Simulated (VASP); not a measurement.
# La (Pm-3m) in VASP: notebook, part 2 of 2

VASP 6.6.1. Earlier steps stand in the parts before.

**3. Single point, PBE**

The input, INCAR:

```
SYSTEM = La
PREC = Accurate ; ENCUT = 520
EDIFF = 1E-7 ; ISMEAR = -1
SIGMA = 0.1 ; LREAL = .FALSE.
LASPH = .TRUE. ; NELM = 80
ALGO = Normal ; ISIF = 2
LWAVE = .FALSE. ; LCHARG = .FALSE.
GGA = PE ; NBANDS = 12
```

The input, KPOINTS:

```
Automatic mesh
0
G
  13 13 13
  0 0 0
```

The input, POSCAR:

```
La
1.0
    2.9731159999      0.0000000000      0.0000000000
    0.0000000000      2.9731159999      0.0000000000
    0.0000000000      0.0000000000      2.9731159999
La
1
Direct
    0.0000000000      0.0000000000      0.0000000000
```

Potentials or basis: VASP PAW PBE potentials, release 64 (La).

On the command line:

```
cat potpaw_PBE.64/La/POTCAR > POTCAR
mpirun -np 1 vasp_std > vasp.out
```

It took 19 s on 1 thread of Intel Xeon Platinum 8259CL at 2.50GHz (Skylake/Cascade Lake), shared host; peak memory 0.17 GiB.

It converged, with:

- Free energy: -4.0296 eV
- Pressure: 15.0 GPa

Levels at points of the mesh, in eV from the Fermi level:
| k point | band 1 | band 2 | band 3 | band 4 | band 5 | band 6 | band 7 | band 8 | band 9 | band 10 |
| --- | --- | --- | --- | --- | --- | --- | --- | --- | --- | --- |
| (0.00, 0.00, 0.00) | -33.26 | -14.65 | -14.65 | -14.65 | -2.22 | -1.79 | -1.79 | 2.58 | 2.58 | 2.58 |

Caveat: spin-orbit coupling is left out, which moves the levels of the heavy elements.

**4. Relaxation of cell and atoms, PBE, target pressure 15 GPa, at which the enthalpy is minimised**

The input, INCAR:

```
SYSTEM = La
PREC = Accurate
ENCUT = 600
EDIFF = 1E-6
ISMEAR = -1
SIGMA = 0.1
LREAL = .FALSE.
LASPH = .TRUE.
NELM = 80
ALGO = Normal
ISIF = 3
LWAVE = .FALSE.
LCHARG = .FALSE.
GGA = PE
IBRION = 2
NSW = 32
EDIFFG = -0.005
PSTRESS = 150.0
```

The input, KPOINTS:

```
regular mesh
0
G
  13 13 13
  0 0 0
```

The input, POSCAR:

```
La
1.0
    2.9723629844      0.0000000000      0.0000000000
    0.0000000000      2.9723629844      0.0000000000
    0.0000000000      0.0000000000      2.9723629844
La
1
Direct
    0.0000000000      0.0000000000      0.0000000000
```

Potentials or basis: VASP PAW PBE potentials, release 64 (La).

On the command line:

```
cat potpaw_PBE.64/La/POTCAR > POTCAR
mpirun -np 1 vasp_std > vasp.out
```

OUTCAR:

```text
SYSTEM = La
   PREC = Accurate
   ENCUT = 600
   EDIFF = 1E-6
   ISMEAR = -1
   LREAL = .FALSE.
   LASPH = .TRUE.
   NELM = 80
   ISIF = 3
   GGA = PE
   IBRION = 2
   NSW = 32
   EDIFFG = -0.005
   PSTRESS = 150.0

 ion  position               nearest neighbor table
   1  0.000  0.000  0.000-

  LATTYP: Found a simple cubic cell.
 ALAT       =     2.9723629844

  Lattice vectors:

 A1 = (   2.9723629844,   0.0000000000,   0.0000000000)
 A2 = (   0.0000000000,   2.9723629844,   0.0000000000)
 A3 = (   0.0000000000,   0.0000000000,   2.9723629844)

Analysis of symmetry for initial positions (statically):
=====================================================================
 Subroutine PRICEL returns:
 Original cell was already a primitive cell.

 Routine SETGRP: Setting up the symmetry group for a
 simple cubic supercell.

 Subroutine GETGRP returns: Found 48 space group operations
 (whereof 48 operations were pure point group operations)
 out of a pool of 48 trial point group operations.

The static configuration has the point symmetry O_h .

Analysis of symmetry for dynamics (positions and initial velocities):
[... 164 lines left out ...]
  --------------------------------------------------------------------------------------
  -------------------------------------------------------------------------------------
  Total        2.4733587      2.4733587      2.4733587      0.0000000     -0.0000000      0.0000000
  in kB      150.9010151    150.9010151    150.9010151      0.0000000     -0.0000000      0.0000000
  external PRESSURE =       0.9010151 kB  Pullay stress =     150.0000000 kB
[... 61 lines left out ...]
--------------------------------------- Ionic step        3  -------------------------------------------

 number of electron      10.9999999 magnetization

 Free energy of the ion-electron system (eV)
  ---------------------------------------------------
  ext. energy  EPLUGINS =         0.00000000
  ---------------------------------------------------
  free energy    TOTEN  =        -4.03188117 eV

  energy without entropy =       -3.97104859  energy(sigma->0) =       -4.00146488

 E-fermi :  11.5647     XC(G=0): -10.9948

 val. band max:       11.5442976464   @ k =   0.3846   0.2308   0.2308
 cond. band min:      11.5890043530   @ k =   0.3077   0.1538   0.0000
 fundamental gap:      0.0447067066
 Fermi energy:        11.5646830840

 k-point     1 :       0.0000    0.0000    0.0000
  band No.  band energies     occupation
      1     -21.6901      2.00000
      2      -3.0838      2.00000
      3      -3.0838      2.00000
      4      -3.0838      2.00000
      5       9.3391      2.00000
      6       9.7763      2.00000
      7       9.7763      2.00000
      8      14.1477      0.00000
      9      14.1477      0.00000
[... 265 lines left out ...]
 k-point    24 :       0.3846    0.3077    0.0000
  band No.  band energies     occupation
      1     -20.6539      2.00000
      2      -6.3136      2.00000
      3      -5.4944      2.00000
      4      -2.3413      2.00000
      5       9.3085      2.00000
      6      11.7946      0.18244
      7      13.4246      0.00000
      8      13.9400      0.00000
      9      14.3562      0.00000

 [... further k-points ...]
[... 5 lines left out ...]
  --------------------------------------------------------------------------------------
  -------------------------------------------------------------------------------------
  Total        2.4591390      2.4591390      2.4591390     -0.0000000     -0.0000000      0.0000000
  in kB      149.8209248    149.8209248    149.8209248     -0.0000000     -0.0000000      0.0000000
  external PRESSURE =      -0.1790752 kB  Pullay stress =     150.0000000 kB
[... 20 lines left out ...]
  energy  without entropy=       -3.9710485902  energy(sigma->0) =       -4.00146488

  enthalpy is  TOTEN    =        -1.5698028360 eV   P V=        2.4620783357

 reached required accuracy - stopping structural energy minimisation
```

OSZICAR:

```text
N       E                     dE             d eps       ncg     rms          rms(c)
DAV:   1     0.991217036677E+02    0.99122E+02   -0.43097E+03  1512   0.192E+03
[... 18 lines left out ...]
DAV:   5    -0.403364951801E+01    0.85611E-06   -0.23692E-06  1888   0.140E-02
   2 F= -.15698003E+01 E0= -.15393811E+01  d E =-.773400E-05
       N       E                     dE             d eps       ncg     rms          rms(c)
DAV:   1    -0.403192093762E+01    0.17294E-02   -0.11456E-03  2061   0.430E-01    0.346E-02
DAV:   2    -0.403188536035E+01    0.35577E-04   -0.12099E-04  2359   0.160E-01    0.111E-02
DAV:   3    -0.403188100885E+01    0.43515E-05   -0.22649E-05  2749   0.588E-02    0.264E-03
DAV:   4    -0.403188117168E+01   -0.16284E-06   -0.83912E-07  2059   0.129E-02
   3 F= -.15698028E+01 E0= -.15393865E+01  d E =-.102699E-04
```

CONTCAR:

```text
La
   1.00000000000000
     2.9737678599612329    0.0000000000000000    0.0000000000000000
     0.0000000000000000    2.9737678599612329    0.0000000000000000
    -0.0000000000000000   -0.0000000000000000    2.9737678599612329
  La
     1
Direct
     0.0000000000000000    0.0000000000000000    0.0000000000000000

  0.00000000E+00  0.00000000E+00  0.00000000E+00
```

It took 28 s on 1 thread of Intel Xeon Platinum 8259CL at 2.50GHz (Skylake/Cascade Lake), shared host; peak memory 0.17 GiB.

Results:

```
Free energy                                            : -4.0319 eV
Relaxed volume                                         : 26.30 Å³/atom
Relaxed cell                                           : a = 2.974 Å, b = 2.974 Å, c = 2.974 Å, α = 90.00°, β = 90.00°, γ = 90.00°
Space group after relaxing (to 0.05 Å)                 : Pm-3m (No. 221)
Energy change on relaxing (the enthalpy is what falls) : -3.5 meV/atom
Ionic steps                                            : 3
Pressure after relaxing                                : 15.0 GPa
```

Step by step:
| step | energy change (eV) | largest force (eV/Å) | pressure (GPa) | volume (Å³) |
| --- | --- | --- | --- | --- |
| 1 | 0.0000 | 0.0000 | 15.09 | 26.26 |
| 2 | -0.0053 | 0.0000 | 14.93 | 26.32 |
| 3 | -0.0035 | 0.0000 | 14.98 | 26.30 |

Final structure:
```cif
data_structure
_symmetry_space_group_name_H-M 'P 1'
_symmetry_Int_Tables_number 1
_cell_length_a 2.9738
_cell_length_b 2.9738
_cell_length_c 2.9738
_cell_angle_alpha 90.000
_cell_angle_beta 90.000
_cell_angle_gamma 90.000
_cell_volume 26.30
loop_
_atom_site_label
_atom_site_type_symbol
_atom_site_fract_x
_atom_site_fract_y
_atom_site_fract_z
_atom_site_occupancy
La1 La 0.00000 0.00000 0.00000 1
```

Caveat: the cell is relaxed towards a set pressure, so the enthalpy falls and the energy may rise; spin-orbit coupling is left out, which moves the levels of the heavy elements.

**5. Relaxation of cell and atoms, PBE, target pressure 15 GPa, at which the enthalpy is minimised**

This run uses another cell than the first one, of 27.28 Å³/atom, 1.039 times its volume.

The input, INCAR:

```
PREC = Accurate
ENCUT = 600
EDIFF = 1E-6
ISMEAR = -1
SIGMA = 0.1
LREAL = False
LASPH = True
NELM = 60
ALGO = Normal
ISIF = 3
LWAVE = False
LCHARG = False
GGA = PE
IBRION = 2
NSW = 60
EDIFFG = -0.005
PSTRESS = 150.0
```

The input, KPOINTS:

```
Automatic mesh
0
Gamma
  13 13 13
```

The input, POSCAR:

```
La
1.0
    3.0104765043      0.0000000000      0.0000000000
    0.0000000000      3.0104765043      0.0000000000
    0.0000000000      0.0000000000      3.0104765043
La
1
Direct
    0.0000000000      0.0000000000      0.0000000000
```

On the command line:

```
cat potpaw_PBE.64/La/POTCAR > POTCAR
mpirun -np 1 vasp_std > vasp.out
```

Wall time 36 s (1 thread of Intel Xeon Platinum 8259CL at 2.50GHz (Skylake/Cascade Lake), shared host); peak memory 0.18 GiB.

Results (log left out):

```yaml
Free_energy: -4.0320 eV
Relaxed_volume: 26.30 Å³/atom
Relaxed_cell: a = 2.974 Å, b = 2.974 Å, c = 2.974 Å, α = 90.00°, β = 90.00°, γ = 90.00°
Space_group_after_relaxing_to_0.05_Å: Pm-3m (No. 221)
Energy_change_on_relaxing_the_enthalpy_is_what_falls: +84.6 meV/atom
Ionic_steps: 3
Pressure_after_relaxing: 15.0 GPa
```

Step by step:
```
step  energy change (eV)  largest force (eV/Å)  pressure (GPa)  volume (Å³)
   1              0.0000                0.0000           12.52        27.28
   2              0.1485                0.0000           16.76        25.65
   3              0.0846                0.0000           14.99        26.30
```

Final structure:
```
La
1.0
     2.97376    0.00000    0.00000
     0.00000    2.97376    0.00000
     0.00000    0.00000    2.97376
La
1
Direct
  0.00000 0.00000 0.00000
```

Levels at points of the mesh, in eV from the Fermi level:
| k point | band 2 | band 3 | band 4 | band 5 | band 6 | band 7 | band 8 | band 9 |
| --- | --- | --- | --- | --- | --- | --- | --- | --- |
| (0.00, 0.00, 0.00) | -14.65 | -14.65 | -14.65 | -2.23 | -1.79 | -1.79 | 2.58 | 2.58 |

Caveat: the cell is relaxed towards a set pressure, so the enthalpy falls and the energy may rise; spin-orbit coupling is left out, which moves the levels of the heavy elements.

**6. Summary**

| task | cell | cutoff (eV) | gap on the mesh (eV) | pressure (GPa) |
| --- | --- | --- | --- | --- |
| single point | a = 2.972 Å, 1 atom | 520 | none | 15.1 |
| single point | a = 2.973 Å, 1 atom | 520 | none | 15.0 |
| relaxation of cell and atoms | relaxed to 15 GPa from a = 2.972 Å, 1 atom | 600 | none | 15.0 |
| relaxation of cell and atoms | relaxed to 15 GPa from a = 3.010 Å, 1 atom | 600 | none | 15.0 |

Alike in all rows: level PBE; potentials or basis VASP PAW PBE potentials, release 64 (La); no spin polarisation; k mesh 13 × 13 × 13; smearing fermi-dirac 0.1 eV.

Caveats: spin-orbit coupling is left out, which moves the levels of the heavy elements; the cell is relaxed towards a set pressure, so the enthalpy falls and the energy may rise (some runs).

Absolute energies hang on the potentials; compare differences alone.
